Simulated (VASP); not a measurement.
# AlN (Fm-3m) in VASP: notebook, part 2 of 2

VASP 6.6.1. The steps go on from the part before.

### 3 Single point, PBE

The COD entry that gives the cell may itself be a prediction, so a difference from it is no test against experiment.

This run uses another cell than the first one, of 7.02 Å³/atom, 1.045 times its volume.

File INCAR:

```
SYSTEM = AlN
ALGO     = Normal         ! electronic algorithm
EDIFF    = 1E-6           ! SCF threshold, eV
ENCUT    = 600            ! plane-wave cutoff, eV
GGA      = PE             ! functional
GGA_COMPAT= .False.      
ISIF     = 2              ! what is computed and relaxed
ISMEAR   = -1             ! smearing method
LASPH    = .True.         ! aspherical terms in the spheres
LCHARG   = .False.        ! write CHGCAR
LREAL    = .False.        ! projectors in reciprocal space
LWAVE    = .False.        ! write WAVECAR
NBANDS   = 11             ! bands
NELM     = 120            ! most SCF steps
PREC     = Accurate       ! precision mode
SIGMA    = 0.01           ! smearing width, eV
```

File KPOINTS:

```
k-points
0
Gamma
  8 8 8
  0 0 0
```

File POSCAR:

```
AlN
1.0
    0.0000000000      1.9150273988      1.9150273988
    1.9150273988      0.0000000000      1.9150273988
    1.9150273988      1.9150273988      0.0000000000
Al N
1 1
Direct
    0.0000000000      0.0000000000      0.0000000000
    0.5000000000      0.5000000000      0.5000000000
```

Potentials or basis: VASP PAW PBE potentials, release 64 (Al, N).

Launch:

```bash
> cat potpaw_PBE.64/Al/POTCAR potpaw_PBE.64/N/POTCAR > POTCAR
> mpirun -np 1 vasp_std > vasp.out
```

OUTCAR:

```text
SYSTEM = AlN
   EDIFF = 1E-6
   ENCUT = 600
   GGA = PE
   ISIF = 2
   ISMEAR = -1
   LASPH = .True.
   LREAL = .False.
   NELM = 120
   PREC = Accurate

 ion  position               nearest neighbor table
   1  0.000  0.000  0.000-   2 1.92   2 1.92   2 1.92   2 1.92   2 1.92   2 1.92
   2  0.500  0.500  0.500-   1 1.92   1 1.92   1 1.92   1 1.92   1 1.92   1 1.92

  LATTYP: Found a face centered cubic cell.
 ALAT       =     3.8300547976

  Lattice vectors:

 A1 = (   0.0000000000,   1.9150273988,   1.9150273988)
 A2 = (   1.9150273988,   0.0000000000,   1.9150273988)
 A3 = (   1.9150273988,   1.9150273988,   0.0000000000)

Analysis of symmetry for initial positions (statically):
=====================================================================
 Subroutine PRICEL returns:
 Original cell was already a primitive cell.

 Routine SETGRP: Setting up the symmetry group for a
 face centered cubic supercell.

 Subroutine GETGRP returns: Found 48 space group operations
 (whereof 48 operations were pure point group operations)
 out of a pool of 48 trial point group operations.

The static configuration has the point symmetry O_h .

Analysis of symmetry for dynamics (positions and initial velocities):
=====================================================================
 Subroutine PRICEL returns:
 Original cell was already a primitive cell.

 Routine SETGRP: Setting up the symmetry group for a
 face centered cubic supercell.

 Subroutine GETGRP returns: Found 48 space group operations
 (whereof 48 operations were pure point group operations)
 out of a pool of 48 trial point group operations.

The dynamic configuration has the point symmetry O_h .

 Subroutine INISYM returns: Found 48 space group operations
 (whereof 48 operations are pure point group operations),
 and found     1 'primitive' translations

[... 120 lines left out ...]
   LHFCALC =     F    Hartree Fock is set to
   AEXX    =    0.0000 exact exchange contribution
   IVDW    =     0    specifies the selected vdW correction
   LEPSILON=     F    determine dielectric tensor
   LRPA    =     F    only Hartree local field effects (RPA)
 non-spin polarized calculation
  energy-cutoff  :      600.00
  volume of cell :       14.05
 maximum number of plane-waves:       489
 NGX is ok and might be reduce to    24
   NGX = 11   NGY = 11   NGZ = 11

 number of electron       8.0000000 magnetization

 Free energy of the ion-electron system (eV)
  ---------------------------------------------------
  ext. energy  EPLUGINS =         0.00000000
  ---------------------------------------------------
  free energy    TOTEN  =       -14.05151105 eV

  energy without entropy =      -14.05151105  energy(sigma->0) =      -14.05151105

 E-fermi :  12.5641     XC(G=0): -13.0691

 val. band max:       12.2238290022   @ k =   0.0000   0.0000   0.0000
 cond. band min:      17.1940799196   @ k =   0.5000   0.5000   0.0000
 fundamental gap:      4.9702509175
 Fermi energy:        12.5640814208

 k-point     1 :       0.0000    0.0000    0.0000
  band No.  band energies     occupation
      1      -6.9014      2.00000
      2      12.2238      2.00000
      3      12.2238      2.00000
      4      12.2238      2.00000
      5      20.4489      0.00000
      6      24.8976      0.00000
      7      24.8976      0.00000
      8      24.8976      0.00000
      9      30.5016      0.00000
     10      31.2335      0.00000
     11      31.2335      0.00000
[... 309 lines left out ...]
 k-point    24 :      -0.3750    0.2500    0.1250
  band No.  band energies     occupation
      1      -2.3478      2.00000
      2       3.7745      2.00000
      3       7.8981      2.00000
      4       9.8447      2.00000
      5      21.8011      0.00000
      6      22.2038      0.00000
      7      26.2635      0.00000
      8      26.7810      0.00000
      9      32.2712      0.00000
     10      33.6652      0.00000
     11      36.9078      0.00000

 [... further k-points ...]

------------------------ aborting loop because EDIFF is reached ----------------------------------------

  FORCE on cell =-STRESS in cart. coord.  units (eV):
  Direction    XX          YY          ZZ          XY          YZ          ZX
  --------------------------------------------------------------------------------------
  -------------------------------------------------------------------------------------
  Total        5.7443871      5.7443871      5.7443871     -0.0000000      0.0000000     -0.0000000
  in kB      655.2383484    655.2383484    655.2383484     -0.0000000      0.0000000     -0.0000000
  external PRESSURE =     655.2383484 kB  Pullay stress =       0.0000000 kB

 VOLUME and BASIS-vectors are now :
 -----------------------------------------------------------------------------
  energy-cutoff  :      600.00
  volume of cell :       14.05
      direct lattice vectors                 reciprocal lattice vectors
     0.000000000  1.915027399  1.915027399    -0.261092870  0.261092870  0.261092870
     1.915027399  0.000000000  1.915027399     0.261092870 -0.261092870  0.261092870
     1.915027399  1.915027399  0.000000000     0.261092870  0.261092870 -0.261092870

 POSITION                                       TOTAL-FORCE (eV/Angst)
 -----------------------------------------------------------------------------------
      0.00000      0.00000      0.00000         0.000000      0.000000      0.000000
      1.91503      1.91503      1.91503        -0.000000     -0.000000      0.000000
 -----------------------------------------------------------------------------------
    total drift:                               -0.000000     -0.000000      0.000000

  FREE ENERGIE OF THE ION-ELECTRON SYSTEM (eV)
  ---------------------------------------------------
  free  energy   TOTEN  =       -14.0515110535 eV

  energy  without entropy=      -14.0515110535  energy(sigma->0) =      -14.05151105
```

Wall time 6.6 s (1 thread of AMD EPYC 7R13 (Zen 3), shared host); peak memory 0.1 GiB.

Results:

* Free energy: -14.0515 eV
* Pressure: 65.5 GPa
* Band gap on the k mesh: 4.97 eV, indirect (least direct gap 8.21 eV)

### 4 Single point, PBE

This run uses another cell than the first one, of 7.33 Å³/atom, 1.091 times its volume.

File INCAR:

```
SYSTEM = AlN
PREC     = Accurate       ! precision mode
ENCUT    = 600            ! plane-wave cutoff, eV
EDIFF    = 1E-6           ! SCF threshold, eV
ISMEAR   = -1             ! smearing method
SIGMA    = 0.01           ! smearing width, eV
LREAL    = .False.        ! projectors in reciprocal space
LASPH    = .True.         ! aspherical terms in the spheres
NELM     = 120            ! most SCF steps
ALGO     = Normal         ! electronic algorithm
ISIF     = 2              ! what is computed and relaxed
LWAVE    = .False.        ! write WAVECAR
LCHARG   = .False.        ! write CHGCAR
GGA      = PE             ! functional
NBANDS   = 11             ! bands
GGA_COMPAT= .False.
```

File KPOINTS:

```
Automatic mesh
0
Gamma
  8 8 8
  0 0 0
```

File POSCAR:

```
AlN
1.0
    0.0000000000      1.9423886297      1.9423886297
    1.9423886297      0.0000000000      1.9423886297
    1.9423886297      1.9423886297      0.0000000000
Al N
1 1
Direct
    0.0000000000      0.0000000000      0.0000000000
    0.5000000000      0.5000000000      0.5000000000
```

Launch:

```bash
> cat potpaw_PBE.64/Al/POTCAR potpaw_PBE.64/N/POTCAR > POTCAR
> mpirun -np 1 vasp_std > vasp.out
```

Wall time 6.6 s (1 thread of AMD EPYC 7R13 (Zen 3), shared host); peak memory 0.1 GiB.

Results (log left out):

```
Free energy            : -14.2642 eV
Pressure               : 46.1 GPa
Band gap on the k mesh : 5.07 eV, indirect (least direct gap 7.52 eV)
```

Levels at points of the mesh, in eV from the valence-band top:
| k point | band 1 | band 2 | band 3 | band 4 | band 5 | band 6 | band 7 | band 8 | band 9 |
| --- | --- | --- | --- | --- | --- | --- | --- | --- | --- |
| (0.00, 0.00, 0.00) | -18.70 | 0.00 | 0.00 | 0.00 | 7.52 | 12.55 | 12.55 | 12.55 | 18.02 |
| (0.50, 0.00, 0.00) | -14.93 | -9.11 | -1.32 | -1.32 | 6.92 | 12.01 | 12.01 | 15.10 | 17.55 |
| (0.50, 0.50, 0.00) | -13.78 | -8.22 | -3.12 | -3.12 | 5.07 | 5.83 | 15.58 | 19.23 | 19.23 |

A k mesh can miss the band edges.

### 5 The runs side by side

| cell | gap on the mesh (eV) | pressure (GPa) |
| --- | --- | --- |
| a = 2.668 Å, angles 60.0°, 2 atoms | 4.85 | 89.0 |
| a = 2.708 Å, angles 60.0°, 2 atoms | 4.97 | 65.5 |
| a = 2.747 Å, angles 60.0°, 2 atoms | 5.07 | 46.1 |

Alike in all rows: task single point; level PBE; potentials or basis VASP PAW PBE potentials, release 64 (Al, N); no spin polarisation; k mesh 8 × 8 × 8; cutoff (eV) 600; smearing fermi-dirac 0.01 eV.

Total energies depend on the potentials used, so only differences within one code and one set of settings carry meaning.
